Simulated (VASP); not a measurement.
The system is SiGe5.

```
Si Ge
1.0
     0.00000    3.74272    3.74272
     3.74272    0.00000    3.74272
     3.74272    3.74272    0.00000
Si Ge
1 5
Cartesian
  0.0000 0.0000 0.0000
  5.6141 5.6141 5.6141
  4.6711 4.6711 2.8143
  4.6711 2.8143 4.6711
  2.8143 2.8143 2.8143
  2.8143 4.6711 4.6711
```

| Quantity | Value |
| --- | --- |
| Program | VASP 6.6.1 |
| Task | relaxation of cell and atoms |
| Functional | PBE |
| Potentials or basis | VASP PAW PBE potentials, release 64 (Si, Ge_d) |
| Cutoff | 600 eV |
| k mesh | 4 × 4 × 4 |
| Occupations | gaussian, width 0.1 eV |
| Spin | no spin polarisation |

At the start: pressure 10.2 GPa; volume 17.48 Å³/atom.

**Question.** How do energy, volume and symmetry change on relaxing?

**Answer.** Over 3 steps the energy falls by 69.5 meV/atom and the volume is 19.85 Å³/atom (+13.6 %); space group F-43m (No. 216, to 0.05 Å).

The path:
| step | energy change (eV) | largest force (eV/Å) | pressure (GPa) | volume (Å³) |
| --- | --- | --- | --- | --- |
| 1 | 0.0000 | 0.3856 | 10.23 | 104.86 |
| 2 | -0.3994 | 0.0448 | -1.67 | 122.72 |
| 3 | -0.4169 | 0.0049 | 0.11 | 119.08 |

Final structure:
```xyz
6
Lattice="0.0000 3.9049 3.9049 3.9049 0.0000 3.9049 3.9049 3.9049 0.0000" Properties=species:S:1:pos:R:3 pbc="T T T"
Si    0.0000    0.0000    0.0000
Ge    5.8573    5.8573    5.8573
Ge    4.8826    4.8826    2.9271
Ge    4.8826    2.9271    4.8826
Ge    2.9271    2.9271    2.9271
Ge    2.9271    4.8826    4.8826
```

Caveat: the k points lie up to 0.35 Å⁻¹ apart in the final cell.
